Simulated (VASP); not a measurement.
Set up this calculation in VASP 6.6.1, as the native input.

- Task: single point
- Functional: PBEsol
- Potentials or basis: VASP PAW PBE potentials, release 64 (Ti_sv)
- Cutoff: 520 eV
- k mesh: 20 × 20 × 20
- Occupations: gaussian, width 0.15 eV
- Spin: no spin polarisation
- Dipole correction: no
- Further INCAR settings: ALGO = Normal; EDIFF = 1e-06; NBANDS = 12

The structure of Ti lies in POSCAR:

```
Ti
1.0
    0.0000000000      2.1924000000      2.1924000000
    2.1924000000      0.0000000000      2.1924000000
    2.1924000000      2.1924000000      0.0000000000
Ti
1
Direct
    0.0000000000      0.0000000000      0.0000000000
```

This cell differs from its parent crystal: strain +0.080 along x and y, +0.080 along z.

One way to write it, as run:

INCAR

```
SYSTEM = Ti
ALGO = Normal
EDIFF = 1E-6
ENCUT = 520
GGA = PS
ISIF = 2
ISMEAR = 0
LASPH = .True.
LCHARG = .False.
LREAL = .False.
LWAVE = .False.
NBANDS = 12
NELM = 100
PREC = Accurate
SIGMA = 0.15
```

KPOINTS

```
k-points
0
Gamma
  20 20 20
  0 0 0
```

Potentials or basis: VASP PAW PBE potentials, release 64 (Ti_sv).

Run with:

```bash
$ cat potpaw_PBE.64/Ti_sv/POTCAR > POTCAR
$ mpirun -np 1 vasp_std > vasp.out
```

It gave:

| Property | Result |
| --- | --- |
| Pressure | -17.7 GPa |
| Band gap on the k mesh | zero (band 6 reaches 6.94 eV, above the bottom of band 7 at 5.89 eV) |

Caveat: the cell differs from its parent crystal (strain +0.080 along x and y, +0.080 along z); the PAW data sets were made with another functional, which shifts forces and pressure a little.

It took 19 s on 1 thread of Intel(R) Xeon(R) 6975P-C (Granite Rapids) (shared host), peak memory 0.18 GiB.
